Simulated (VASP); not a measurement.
# SiO2 (P4_32_12) in VASP: a series of runs, part 2 of 2

VASP 6.6.1.

### 3 Single point, LDA

INCAR

```
PREC = Accurate
ENCUT = 520
EDIFF = 1E-7
ISMEAR = 0
SIGMA = 0.02
LREAL = F
LASPH = T
NELM = 100
ALGO = Normal
ISIF = 2
LWAVE = F
LCHARG = F
GGA = CA
NBANDS = 44
```

KPOINTS

```
Automatic mesh
0
Gamma
  6 6 4
```

POSCAR

```
SiO2
1.0
    4.7998953558      0.0000000000      0.0000000000
    0.0000000000      4.7998953558      0.0000000000
    0.0000000000      0.0000000000      6.7904715085
Si O
4 8
Direct
    0.1844423047      0.1844423047      0.0000000000
    0.3155576953      0.6844423047      0.7500000000
    0.6844423047      0.3155576953      0.2500000000
    0.8155576953      0.8155576953      0.5000000000
    0.6367504331      0.7329035771      0.6920252027
    0.3632495669      0.2670964229      0.1920252027
    0.7329035771      0.6367504331      0.3079747973
    0.2329035771      0.8632495669      0.9420252027
    0.2670964229      0.3632495669      0.8079747973
    0.1367504331      0.7670964229      0.5579747973
    0.8632495669      0.2329035771      0.0579747973
    0.7670964229      0.1367504331      0.4420252027
```

Potentials or basis: VASP PAW LDA potentials, release 64 (Si, O).

Started as:

```console
cat potpaw_LDA.64/Si/POTCAR potpaw_LDA.64/O/POTCAR > POTCAR
mpirun -np 1 vasp_std > vasp.out
```

OUTCAR:

```text
PREC = Accurate
   ENCUT = 520
   EDIFF = 1E-7
   ISMEAR = 0
   LREAL = F
   LASPH = T
   NELM = 100
   ISIF = 2
   GGA = CA

 ion  position               nearest neighbor table
   1  0.184  0.184  0.000-   8 1.61  11 1.61   9 1.61   6 1.61   2 3.01   3 3.01   2 3.01   3 3.01

   2  0.316  0.684  0.750-   5 1.61   9 1.61   8 1.61  10 1.61   1 3.01   4 3.01   1 3.01   4 3.01

   3  0.684  0.316  0.250-   6 1.61   7 1.61  11 1.61  12 1.61   1 3.01   4 3.01   4 3.01   1 3.01

   4  0.816  0.816  0.500-  10 1.61  12 1.61   5 1.61   7 1.61   2 3.01   3 3.01   3 3.01   2 3.01

   5  0.637  0.733  0.692-   2 1.61   4 1.61
   6  0.363  0.267  0.192-   3 1.61   1 1.61
   7  0.733  0.637  0.308-   3 1.61   4 1.61
   8  0.233  0.863  0.942-   1 1.61   2 1.61
   9  0.267  0.363  0.808-   2 1.61   1 1.61
  10  0.137  0.767  0.558-   4 1.61   2 1.61
  11  0.863  0.233  0.058-   1 1.61   3 1.61
  12  0.767  0.137  0.442-   4 1.61   3 1.61

  LATTYP: Found a simple tetragonal cell.
 ALAT       =     4.7998953558
 C/A-ratio  =     1.4147124062

  Lattice vectors:

 A1 = (   4.7998953558,   0.0000000000,   0.0000000000)
 A2 = (   0.0000000000,   4.7998953558,   0.0000000000)
 A3 = (   0.0000000000,   0.0000000000,   6.7904715085)

Analysis of symmetry for initial positions (statically):
=====================================================================
 Subroutine PRICEL returns:
 Original cell was already a primitive cell.

 Routine SETGRP: Setting up the symmetry group for a
 simple tetragonal supercell.

 Subroutine GETGRP returns: Found  8 space group operations
 (whereof  2 operations were pure point group operations)
 out of a pool of 16 trial point group operations.

The static configuration has the point symmetry C_2 .
 The point group associated with its full space group is D_4 .

Analysis of symmetry for dynamics (positions and initial velocities):
=====================================================================
 Subroutine PRICEL returns:
 Original cell was already a primitive cell.

 Routine SETGRP: Setting up the symmetry group for a
 simple tetragonal supercell.

 Subroutine GETGRP returns: Found  8 space group operations
 (whereof  2 operations were pure point group operations)
 out of a pool of 16 trial point group operations.

The dynamic configuration has the point symmetry C_2 .
 The point group associated with its full space group is D_4 .

 Subroutine INISYM returns: Found  8 space group operations
 (whereof  2 operations are pure point group operations),
 and found     1 'primitive' translations

----------------------------------------------------------------------------------------

                                     Primitive cell

  volume of cell :     156.4456

  direct lattice vectors                    reciprocal lattice vectors
     4.799895356  0.000000000  0.000000000     0.208337875  0.000000000  0.000000000
[... 85 lines left out ...]
  0.333333  0.000000  0.500000      4.000000
  0.500000  0.000000  0.500000      2.000000
 [... further k-points ...]
   k-points           NKPTS =     30   k-points in BZ     NKDIM =     30   number of bands    NBANDS=     44
   number of dos      NEDOS =    301   number of ions     NIONS =     12
   total plane-waves  NPLWV =  69984
   dimension x,y,z NGX =    36 NGY =   36 NGZ =   54
   dimension x,y,z NGXF=    72 NGYF=   72 NGZF=  108
   ions per type =               4   8
   NGX,Y,Z   is equivalent  to a cutoff of  12.47, 12.47, 13.22 a.u.
   NGXF,Y,Z  is equivalent  to a cutoff of  24.94, 24.94, 26.44 a.u.
 SYSTEM =  unknown system
   PREC   = accura    normal or accurate (medium, high low for compatibility)
   ISTART =      0    job   : 0-new  1-cont  2-samecut
   ICHARG =      2    charge: 1-file 2-atom 10-const
   ISPIN  =      1    spin polarized calculation?
   LNONCOLLINEAR =      F non collinear calculations
   LSORBIT =      F    spin-orbit coupling
   LASPH  =      T    aspherical Exc in radial PAW
   ENCUT  =  520.0 eV  38.22 Ry    6.18 a.u.   8.92  8.92 12.63*2*pi/ulx,y,z
   NELM   =    100;   NELMIN=  2; NELMDL= -5     # of ELM steps
   EDIFF  = 0.1E-06   stopping-criterion for ELM
   LREAL  =      F    real-space projection
   EDIFFG = 0.1E-05   stopping-criterion for IOM
   NSW    =      0    number of steps for IOM
   IBRION =     -1    ionic relax: 0-MD 1-quasi-New 2-CG
   NFREE  =      0    steps in history (QN), initial steepest desc. (CG)
   ISIF   =      2    stress and relaxation
   ISYM   =      2    0-nonsym 1-usesym 2-fastsym
   POTIM  = 0.5000    time-step for ionic-motion
   TEBEG  =    0.0;   TEEND  =   0.0 temperature during run
   PSTRESS=    0.0 pullay stress
   NELECT =      64.0000    total number of electrons
   NUPDOWN=      -1.0000    fix difference up-down
   EMIN   =  10.00;   EMAX   =-10.00  energy-range for DOS
   EFERMI =   0.00;   METHOD = LEGACY
   ISMEAR =     0;   SIGMA  =   0.02  broadening in eV -4-tet -1-fermi 0-gaus
   EFERMI_NEDOS =   21; number of points for ismear=-14 and -15
   IALGO  =     38    algorithm
   IMIX   =      4    mixing-type and parameters
     AMIX     =   0.40;   BMIX     =  1.00
     AMIX_MAG =   1.60;   BMIX_MAG =  1.00
  volume/ion in A,a.u.               =      13.04        87.98
  Fermi-wavevector in a.u.,A,eV,Ry     =   1.215291  2.296567 20.094887  1.476933
  Thomas-Fermi vector in A             =   2.350683
   LORBIT       =      0    0 simple, 1 ext, 2 COOP (PROOUT), +10 PAW based schemes
   GGA     = CA    functional components
   LHFCALC =     F    Hartree Fock is set to
   AEXX    =    0.0000 exact exchange contribution
   IVDW    =     0    specifies the selected vdW correction
   LEPSILON=     F    determine dielectric tensor
   LRPA    =     F    only Hartree local field effects (RPA)
 non-spin polarized calculation
 Gauss-broadening in eV      SIGMA  =   0.02
  energy-cutoff  :      520.00
  volume of cell :      156.45
 maximum number of plane-waves:      4296
 NGX is ok and might be reduce to    36
   NGX = 17   NGY = 17   NGZ = 25

 number of electron      63.9999984 magnetization

 Free energy of the ion-electron system (eV)
  ---------------------------------------------------
  ext. energy  EPLUGINS =         0.00000000
  ---------------------------------------------------
  free energy    TOTEN  =      -103.67902052 eV

  energy without entropy =     -103.67902052  energy(sigma->0) =     -103.67902052

 E-fermi :   0.6671     XC(G=0):  -9.5515

 val. band max:        0.5446086886   @ k =   0.0000   0.0000   0.0000
 cond. band min:       6.2435274504   @ k =   0.0000   0.0000   0.0000
 fundamental gap:      5.6989187617
 Fermi energy:         0.6671462986

 k-point     1 :       0.0000    0.0000    0.0000
  band No.  band energies     occupation
      1     -18.7734      2.00000
      2     -17.7992      2.00000
      3     -17.7992      2.00000
      4     -16.5894      2.00000
      5     -16.4262      2.00000
      6     -16.4262      2.00000
[... 1117 lines left out ...]
     43      11.8476      0.00000
     44      11.9411      0.00000

 [... further k-points ...]

------------------------ aborting loop because EDIFF is reached ----------------------------------------

  FORCE on cell =-STRESS in cart. coord.  units (eV):
  Direction    XX          YY          ZZ          XY          YZ          ZX
  --------------------------------------------------------------------------------------
  -------------------------------------------------------------------------------------
  Total        2.2315296      2.2315296      0.6216588      0.0000000      0.0000000      0.0000000
  in kB       22.8533441     22.8533441      6.3664777      0.0000000      0.0000000      0.0000000
  external PRESSURE =      17.3577220 kB  Pullay stress =       0.0000000 kB

 VOLUME and BASIS-vectors are now :
 -----------------------------------------------------------------------------
  energy-cutoff  :      520.00
  volume of cell :      156.45
      direct lattice vectors                 reciprocal lattice vectors
     4.799895356  0.000000000  0.000000000     0.208337875  0.000000000  0.000000000
     0.000000000  4.799895356  0.000000000     0.000000000  0.208337875  0.000000000
     0.000000000  0.000000000  6.790471508     0.000000000  0.000000000  0.147265179

 POSITION                                       TOTAL-FORCE (eV/Angst)
 -----------------------------------------------------------------------------------
      0.88530      0.88530      0.00000        -0.021534     -0.021534      0.000000
      1.51464      3.28525      5.09285         0.021534     -0.021534      0.000000
      3.28525      1.51464      1.69762        -0.021534      0.021534      0.000000
      3.91459      3.91459      3.39524         0.021534      0.021534      0.000000
      3.05634      3.51786      4.69918         0.024436     -0.004395      0.025709
      1.74356      1.28203      1.30394        -0.024436      0.004395      0.025709
      3.51786      3.05634      2.09129        -0.004395      0.024436     -0.025709
      1.11791      4.14351      6.39680        -0.004395     -0.024436      0.025709
      1.28203      1.74356      5.48653         0.004395     -0.024436     -0.025709
      0.65639      3.68198      3.78891         0.024436      0.004395     -0.025709
      4.14351      1.11791      0.39368        -0.024436     -0.004395     -0.025709
      3.68198      0.65639      3.00156         0.004395      0.024436      0.025709
 -----------------------------------------------------------------------------------
    total drift:                                0.000000     -0.000000      0.000000

  FREE ENERGIE OF THE ION-ELECTRON SYSTEM (eV)
  ---------------------------------------------------
  free  energy   TOTEN  =      -103.6790205218 eV

  energy  without entropy=     -103.6790205218  energy(sigma->0) =     -103.67902052
```

It took 1.8 min on 1 thread of AMD EPYC 9R45 (Zen 5), shared host; peak memory 0.25 GiB.

Results:

```yaml
Free_energy: -103.6790 eV
Pressure: 1.7 GPa
Largest_force: 0.036 eV/Å
Band_gap_on_the_k_mesh: 5.70 eV
```

Forces on the atoms (eV/Å):
```
Si  -0.022 -0.022  0.000
Si   0.022 -0.022  0.000
Si  -0.022  0.022  0.000
Si   0.022  0.022  0.000
O    0.024 -0.004  0.026
O   -0.024  0.004  0.026
O   -0.004  0.024 -0.026
O   -0.004 -0.024  0.026
O    0.004 -0.024 -0.026
O    0.024  0.004 -0.026
O   -0.024 -0.004 -0.026
O    0.004  0.024  0.026
```

Stress tensor (GPa, compression positive):
```
2.29 0.00 0.00
0.00 2.29 0.00
0.00 0.00 0.64
```

### 4 Single point, LDA (biaxial strain in the a-b plane: -3.0 %)

INCAR

```
SYSTEM = SiO2
  ALGO = Normal
  EDIFF = 1E-6
  ENCUT = 520
  ISIF = 2
  ISMEAR = 0
  LASPH = .TRUE.
  LCHARG = .FALSE.
  LREAL = .FALSE.
  LWAVE = .FALSE.
  NBANDS = 44
  NELM = 80
  PREC = Accurate
  SIGMA = 0.02
```

KPOINTS

```
k-points
0
G
  6 6 4
  0 0 0
```

POSCAR

```
SiO2
1.0
    4.7998953558      0.0000000000      0.0000000000
    0.0000000000      4.7998953558      0.0000000000
    0.0000000000      0.0000000000      7.0021102017
Si O
4 8
Direct
    0.1900032494      0.1900032494      0.0000000000
    0.3099967506      0.6900032494      0.7500000000
    0.6900032494      0.3099967506      0.2500000000
    0.8099967506      0.8099967506      0.5000000000
    0.6250116229      0.7350850332      0.6878640091
    0.3749883771      0.2649149668      0.1878640091
    0.7350850332      0.6250116229      0.3121359909
    0.2350850332      0.8749883771      0.9378640091
    0.2649149668      0.3749883771      0.8121359909
    0.1250116229      0.7649149668      0.5621359909
    0.8749883771      0.2350850332      0.0621359909
    0.7649149668      0.1250116229      0.4378640091
```

Started as:

```console
cat potpaw_LDA.64/Si/POTCAR potpaw_LDA.64/O/POTCAR > POTCAR
mpirun -np 1 vasp_std > vasp.out
```

It took 91 s on 1 thread of AMD EPYC 9R45 (Zen 5), shared host; peak memory 0.26 GiB.

The run converged. Its results:

| Property | Result |
| --- | --- |
| Free energy | -103.5756 eV |
| Pressure | 2.1 GPa |
| Largest force | 1.071 eV/Å |
| Band gap on the k mesh | 5.63 eV |

Forces on the atoms (eV/Å):
```
Si   0.669  0.669  0.000
Si  -0.669  0.669  0.000
Si   0.669 -0.669  0.000
Si  -0.669 -0.669  0.000
O    0.858  0.207 -0.606
O   -0.858 -0.207 -0.606
O    0.207  0.858  0.606
O    0.207 -0.858 -0.606
O   -0.207 -0.858  0.606
O    0.858 -0.207  0.606
O   -0.858  0.207  0.606
O   -0.207  0.858 -0.606
```

Stress tensor (GPa, compression positive):
```
 5.28  0.00  0.00
 0.00  5.28  0.00
 0.00  0.00 -4.15
```

Levels at points of the mesh, in eV from the valence-band top:
```csv
k point,band 29,band 30,band 31,band 32,band 33,band 34,band 35,band 36
"(0.00, 0.00, 0.00)",-0.66,-0.37,-0.37,0.00,5.63,8.64,8.64,9.25
"(0.50, 0.00, 0.00)",-0.72,-0.72,-0.48,-0.48,7.74,7.74,9.13,9.13
"(0.50, 0.50, 0.00)",-0.61,-0.61,-0.53,-0.53,8.61,8.61,8.78,8.78
"(0.00, 0.00, 0.50)",-0.60,-0.60,-0.33,-0.33,6.94,6.94,9.16,9.16
"(0.50, 0.00, 0.50)",-0.94,-0.94,-0.22,-0.22,8.11,8.11,9.00,9.00
"(0.50, 0.50, 0.50)",-0.60,-0.60,-0.60,-0.60,9.16,9.16,9.16,9.16
```

Caveat: the cell differs from its parent crystal (biaxial strain in the a-b plane: -3.0 %); the stress differs along the axes, from -4 to 5 GPa; forces of over 1 eV/Å act on the atoms, so gaps and moduli don't describe the material at rest.
